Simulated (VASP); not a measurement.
The system is Tc.

```
Tc
1.0
     0.00000    1.95000    1.95000
     1.95000    0.00000    1.95000
     1.95000    1.95000    0.00000
Tc
1
Direct
  0.00000 0.00000 0.00000
```

This isn't the form of Tc at room conditions, which is hcp.

- Program: VASP 6.6.1
- Task: relaxation of cell and atoms
- Functional: PBE
- Dispersion: D3(BJ)
- Potentials or basis: VASP PAW PBE potentials, release 64 (Tc_pv)
- Cutoff: 600 eV
- k mesh: 13 × 13 × 13
- Occupations: methfessel-paxton, width 0.2 eV
- Spin: no spin polarisation

At the start: pressure -13.4 GPa; volume 14.83 Å³/atom.

Question: Where does the relaxation end?

Answer: Over 4 steps the energy falls by 30.2 meV/atom and the volume is 14.14 Å³/atom (-4.6 %); space group Fm-3m (No. 225, to 0.1 Å) before and after.

The path:
```
step  energy change (eV)  largest force (eV/Å)  pressure (GPa)  volume (Å³)
   1              0.0000                0.0000          -13.40        14.83
   2              0.2638                0.0000           58.68        12.32
   3             -0.0301                0.0000           -0.99        14.18
   4             -0.0302                0.0000           -0.05        14.14
```

Final structure:
```xyz
1
Lattice="0.0000 1.9194 1.9194 1.9194 0.0000 1.9194 1.9194 1.9194 0.0000" Properties=species:S:1:pos:R:3 pbc="T T T"
Tc    0.0000    0.0000    0.0000
```
